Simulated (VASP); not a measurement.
# SbAu3S3 (Pm) in VASP: single point with PBE

Aim: the single point of SbAu3S3 with PBE.

Everything below comes from runs of VASP 6.6.1. Logs are shortened: lines on timing, memory, paths and dates and some standing lists are left out, and cuts for length are marked.

## Step 1: The cell of the first run

The structure is monoclinic, space group Pm (No. 6). Conventional cell: a = 5.580 Å, b = 5.425 Å, c = 5.582 Å, α = 90.00°, β = 107.86°, γ = 90.00°. Within 3.7 Å of Sb (site symmetry m) lie 5 Au at 2.70 to 2.99 Å and 6 S at 2.80 to 3.70 Å. Within 2.8 Å of S (site symmetry m) lie 1 S at 2.05 Å and 2 Au at 2.73 Å. S (site symmetry m) has 1 S at 2.05 Å and 2 Au at 2.73 Å within 2.8 Å. S (site symmetry m) has 2 S at 2.05 Å and 2 Sb at 2.80 Å within 2.9 Å. Au (site symmetry m) has 1 Sb at 2.70 Å and 4 Au at 2.74 to 3.05 Å within 3.6 Å. Au (site symmetry m) has 4 S at 2.73 to 3.60 Å and 5 Au at 2.74 to 3.90 Å and 2 Sb at 2.77 to 2.82 Å within 3.9 Å. Au (site symmetry m) has 4 S at 2.73 to 3.56 Å and 3 Au at 2.78 to 2.90 Å and 2 Sb at 2.80 to 2.99 Å within 3.6 Å.

## Step 2: Single point, PBE, collinear spin

INCAR

```
SYSTEM = SbAu3S3
ALGO = Normal ; EDIFF = 1E-6
ENCUT = 540 ; GGA = PE
GGA_COMPAT = .False. ; ISIF = 2
ISMEAR = 0 ; ISPIN = 2
LASPH = .True. ; LCHARG = .False.
LMAXMIX = 4 ; LORBIT = 11
LREAL = .False. ; LWAVE = .False.
MAGMOM = 0 0 0 0 1 1 1 ; NBANDS = 58
NELM = 200 ; PREC = Accurate
SIGMA = 0.1
```

KPOINTS

```
k-points
0
Gamma
  4 4 4
  0 0 0
```

POSCAR

```
SbAu3S3
1.0
    5.5803199455      0.0000000000      0.0000000000
    0.0000000000      5.4254110740      0.0000000000
   -1.7119359526      0.0000000000      5.3125915286
Sb S Au
1 3 3
Direct
    0.8197741423      0.5000000000      0.0842250763
    0.3840351263      0.0000000000      0.1266546171
    0.9745294751      0.0000000000      0.5554542406
    0.7654965932      0.0000000000      0.1826433219
    0.4675740991      0.5000000000      0.6267807960
    0.3241215203      0.5000000000      0.1120345553
    0.9655785735      0.5000000000      0.6110978629
```

Potentials or basis: VASP PAW PBE potentials, release 64 (Sb_d_GW, S, Au_sv_GW).

Command:

```
cat potpaw_PBE.64/Sb_d_GW/POTCAR potpaw_PBE.64/S/POTCAR potpaw_PBE.64/Au_sv_GW/POTCAR > POTCAR
mpirun -np 1 vasp_std > vasp.out
```

OUTCAR:

```text
SYSTEM = SbAu3S3
   EDIFF = 1E-6
   ENCUT = 540
   GGA = PE
   ISIF = 2
   ISMEAR = 0
   ISPIN = 2
   LASPH = .True.
   LORBIT = 11
   LREAL = .False.
   NELM = 200
   PREC = Accurate

 ion  position               nearest neighbor table
   1  0.820  0.500  0.084-   5 2.70   6 2.77   7 2.80   4 2.80   4 2.80   6 2.82   7 2.99
   2  0.384  0.000  0.127-   4 2.05   6 2.73   6 2.73
   3  0.975  0.000  0.555-   4 2.05   7 2.73   7 2.73
   4  0.765  0.000  0.183-   3 2.05   2 2.05   1 2.80   1 2.80
   5  0.468  0.500  0.627-   1 2.70   6 2.74   7 2.78   7 2.81   6 3.05
   6  0.324  0.500  0.112-   2 2.73   2 2.73   5 2.74   1 2.77   1 2.82   7 2.90   5 3.05
   7  0.966  0.500  0.611-   3 2.73   3 2.73   5 2.78   1 2.80   5 2.81   6 2.90   1 2.99

  LATTYP: Found a simple monoclinic cell.
 ALAT       =     5.5803199455
 B/A-ratio  =     0.9722401452
 C/A-ratio  =     1.0002309106
 COS(beta)  =    -0.3067101450

  Lattice vectors:

 A1 = (   5.5803199455,   0.0000000000,   0.0000000000)
 A2 = (   0.0000000000,   5.4254110740,   0.0000000000)
 A3 = (  -1.7119359526,   0.0000000000,   5.3125915286)

Analysis of symmetry for initial positions (statically):
=====================================================================
 Subroutine PRICEL returns:
 Original cell was already a primitive cell.

 Routine SETGRP: Setting up the symmetry group for a
 simple monoclinic supercell.

 Subroutine GETGRP returns: Found  2 space group operations
 (whereof  2 operations were pure point group operations)
 out of a pool of  4 trial point group operations.

The static configuration has the point symmetry C_1h.

Analysis of symmetry for dynamics (positions and initial velocities):
=====================================================================
 Subroutine PRICEL returns:
 Original cell was already a primitive cell.

 Routine SETGRP: Setting up the symmetry group for a
 simple monoclinic supercell.

 Subroutine GETGRP returns: Found  2 space group operations
 (whereof  2 operations were pure point group operations)
 out of a pool of  4 trial point group operations.

The dynamic configuration has the point symmetry C_1h.

Analysis of structural, dynamic, and magnetic symmetry:
=====================================================================
 Subroutine PRICEL returns:
 Original cell was already a primitive cell.
[... 159 lines left out ...]

 Free energy of the ion-electron system (eV)
  ---------------------------------------------------
  ext. energy  EPLUGINS =         0.00000000
  ---------------------------------------------------
  free energy    TOTEN  =       -23.25400784 eV

  energy without entropy =      -23.24548538  energy(sigma->0) =      -23.24974661

 E-fermi :   5.0141     XC(G=0): -10.1959

 val. band max:        4.9980190642   @ k =   0.5000   0.2500   0.5000
 cond. band min:       5.0693933279   @ k =   0.0000   0.0000   0.5000
 fundamental gap:      0.0713742637
 Fermi energy:         5.0141319030

 spin component 1

 k-point     1 :       0.0000    0.0000    0.0000
  band No.  band energies     occupation
      1    -100.6708      1.00000
      2    -100.5201      1.00000
      3     -99.9919      1.00000
      4     -52.1052      1.00000
      5     -51.9644      1.00000
      6     -51.9050      1.00000
[... 1429 lines left out ...]
     56      12.2200      0.00000
     57      12.8373      0.00000

 [... further k-points ...]

 spin component 2

 k-point     1 :       0.0000    0.0000    0.0000
  band No.  band energies     occupation
      1    -100.6707      1.00000
      2    -100.5201      1.00000
      3     -99.9919      1.00000
      4     -52.1051      1.00000
      5     -51.9644      1.00000
      6     -51.9050      1.00000
[... 1429 lines left out ...]
     56      12.2189      0.00000
     57      12.7857      0.00000

 [... further k-points ...]

 [bands above 57 left out]

------------------------ aborting loop because EDIFF is reached ----------------------------------------

  FORCE on cell =-STRESS in cart. coord.  units (eV):
  Direction    XX          YY          ZZ          XY          YZ          ZX
  --------------------------------------------------------------------------------------
  -------------------------------------------------------------------------------------
  Total       -0.3443276     -0.0414945     -0.2491218      0.0000000      0.0000000     -0.1168185
  in kB       -3.4299218     -0.4133353     -2.4815562      0.0000000      0.0000000     -1.1636549
  external PRESSURE =      -2.1082711 kB  Pullay stress =       0.0000000 kB

 VOLUME and BASIS-vectors are now :
 -----------------------------------------------------------------------------
  energy-cutoff  :      540.00
  volume of cell :      160.84
      direct lattice vectors                 reciprocal lattice vectors
     5.580319946  0.000000000  0.000000000     0.179201195  0.000000000  0.057746011
     0.000000000  5.425411074  0.000000000     0.000000000  0.184317831  0.000000000
    -1.711935953  0.000000000  5.312591529     0.000000000  0.000000000  0.188232051

 POSITION                                       TOTAL-FORCE (eV/Angst)
 -----------------------------------------------------------------------------------
      4.43041      2.71271      0.44745         0.026314      0.000000      0.049186
      1.92621      0.00000      0.67286         0.125676      0.000000     -0.000392
      4.48728      0.00000      2.95090        -0.019862      0.000000     -0.125812
      3.95904      0.00000      0.97031        -0.111296      0.000000      0.106704
      1.53620      2.71271      3.32983        -0.025055      0.000000     -0.044476
      1.61691      2.71271      0.59519        -0.022996      0.000000     -0.014239
      4.34208      2.71271      3.24651         0.027220      0.000000      0.029029
 -----------------------------------------------------------------------------------
    total drift:                                0.001446     -0.000000      0.000425

  FREE ENERGIE OF THE ION-ELECTRON SYSTEM (eV)
  ---------------------------------------------------
  free  energy   TOTEN  =       -23.2540078392 eV

  energy  without entropy=      -23.2454853845  energy(sigma->0) =      -23.24974661

 total charge

# of ion       s       p       d       f       tot
--------------------------------------------------
    1        1.345   1.236  10.058   0.027  12.666
    2        1.381   2.243   0.000   0.000   3.625
    3        1.386   2.226   0.000   0.000   3.612
    4        1.357   2.233   0.000   0.000   3.590
    5        2.369   6.207   8.501   0.007  17.084
    6        2.340   6.289   8.449   0.008  17.087
    7        2.338   6.278   8.452   0.008  17.077
--------------------------------------------------
tot         12.516  26.714  35.459   0.050  74.740

 magnetization (x)

# of ion       s       p       d       f       tot
--------------------------------------------------
    1       -0.000  -0.000  -0.000   0.000  -0.000
    2        0.000  -0.000   0.000   0.000  -0.000
    3        0.000  -0.000   0.000   0.000  -0.000
    4       -0.000  -0.000   0.000   0.000  -0.000
    5       -0.000   0.000  -0.000   0.000  -0.000
    6       -0.000   0.000   0.000   0.000   0.000
    7       -0.000   0.000  -0.000   0.000  -0.000
--------------------------------------------------
tot         -0.000   0.000  -0.000   0.000  -0.000
```

It took 12 min on 1 thread of Intel Xeon 6975P-C (Granite Rapids), shared host; peak memory 0.63 GiB.

Results:

```
Free energy                                           : -23.2540 eV
Pressure                                              : -0.2 GPa
Largest force                                         : 0.154 eV/Å
Band gap on the k mesh                                : zero (filled and empty bands overlap)
Net moment                                            : 0.00 μB per cell
Valence electrons inside the program's atomic spheres : Sb 12.67; S 3.62, 3.61, 3.59; Au 17.08, 17.09 (each value once)
```

Forces in eV/Å, atoms in the order of the input:
```
Sb   0.026  0.000  0.049
S    0.126  0.000  0.000
S   -0.020  0.000 -0.126
S   -0.111  0.000  0.107
Au  -0.025  0.000 -0.044
Au  -0.023  0.000 -0.014
Au   0.027  0.000  0.029
```

Caveat: spin-orbit coupling is left out, which moves the levels of the heavy elements.

The gap in the log of VASP goes by the Fermi energy; the results here count the filled bands.